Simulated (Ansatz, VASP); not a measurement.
## W: VASP beside Ansatz

Contents of INCAR:

```
SYSTEM = W
PREC     = Accurate       ! precision mode
ENCUT    = 520            ! plane-wave cutoff, eV
EDIFF    = 1E-6           ! SCF threshold, eV
ISMEAR   = 0              ! smearing method
SIGMA    = 0.15           ! smearing width, eV
LREAL    = .False.        ! projectors in reciprocal space
LASPH    = .True.         ! aspherical terms in the spheres
NELM     = 100            ! most SCF steps
ALGO     = Fast           ! electronic algorithm
ISIF     = 2              ! what is computed and relaxed
LWAVE    = .False.        ! write WAVECAR
LCHARG   = .True.         ! write CHGCAR
GGA      = CA             ! functional
LELF     = .True.         ! ELF
LVHAR    = .True.       
NBANDS   = 13             ! bands
```

Contents of KPOINTS:

```
regular mesh
0
Gamma
  20 20 20
  0 0 0
```

POSCAR

```
W
1.0
   -1.6308011536      1.5210356913      1.5210356913
    1.5210356913     -1.6308011536      1.5210356913
    1.5210356913      1.5210356913     -1.6308011536
W
1
Direct
    0.0000000000      0.0000000000      0.0000000000
```

Input for Ansatz:

```yaml
crystal:
  lattice:
    - [-1.6308011536, 1.5210356913, 1.5210356913]
    - [1.5210356913, -1.6308011536, 1.5210356913]
    - [1.5210356913, 1.5210356913, -1.6308011536]
  atoms:
    - { symbol: W, position: [0.0, 0.0, 0.0] }
basis:
  ecutwfc: 420
kpoints:
  mp_grid: { grid: [20, 20, 20] }
hamiltonian:
  xc: lda
  pseudopotentials: { kind: paw, azcp: { folder: soft_1 } }
scf:
  occupations: { method: gaussian, width: 0.15 }
output:
  forces: true
  stress: true
  eigenvalues: true
```

Change from the starting cell: equal engineering shear yz, xz and xy -0.0700, equal normal strain along x, y and z -0.0300.

Alike in both runs: task single point; functional LDA; k mesh 20 × 20 × 20; occupations gaussian, width 0.15 eV; no spin polarisation.

```csv
,VASP,Ansatz
version,VASP 6.6.1,Ansatz 0.2.0
potentials or method,"VASP PAW LDA potentials, release 64 (W_sv), cutoff 520 eV","scalar-relativistic, plane waves, PAW"
valence electrons in the cell,14,14
```

```tsv
	VASP	Ansatz	Ansatz less VASP
gap on the k mesh at the Fermi level (eV)	none	none	-
pressure (GPa)	46.0	42.9	-3.16
traceless stress, the component that is largest in VASP (GPa)	20.60	19.96	-0.643
```

Ansatz warns that its potentials were made for another functional, while VASP's fit it. LDA's correlation is that of Perdew and Zunger in VASP and of Perdew and Wang (1992) in Ansatz. A gap of «none» marks a metal or a gap that the smearing closes. Both programs put the cell under a high pressure, so it lies far from rest at this level.

Neither program's run includes spin-orbit coupling.
